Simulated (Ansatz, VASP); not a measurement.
**One calculation of Cu, two programs**

```
Cu
1.0
     0.00000    1.81517    1.81517
     1.81517    0.00000    1.81517
     1.81517    1.81517    0.00000
Cu
1
Direct
  0.00000 0.00000 0.00000
```

Alike in both runs: functional PBE; k mesh 20 × 20 × 20; occupations fermi-dirac, width 0.15 eV; no spin polarisation.

Ansatz relaxed the structure, and its values are those at the end. VASP's run is a single point on that final structure, the one shown.

|  | VASP | Ansatz |
| --- | --- | --- |
| version | VASP 6.6.1 | Ansatz 0.2.0 |
| potentials or method | VASP PAW PBE potentials, release 64 (Cu), cutoff 520 eV | scalar-relativistic, plane waves, PAW |
| valence electrons in the cell | 11 | 19 |

Ansatz gave:

* gap on the k mesh at the Fermi level (eV): none
* pressure (GPa): 0.0

Question: What did VASP give for the same quantities?

Answer: gap on the k mesh at the Fermi level (eV): none; pressure (GPa): 0.5.

A gap of «none» marks a metal or a gap that the smearing closes. VASP's potentials hold 11 valence electrons a cell and Ansatz's 19, so a difference there can come from the potentials and not from the codes.
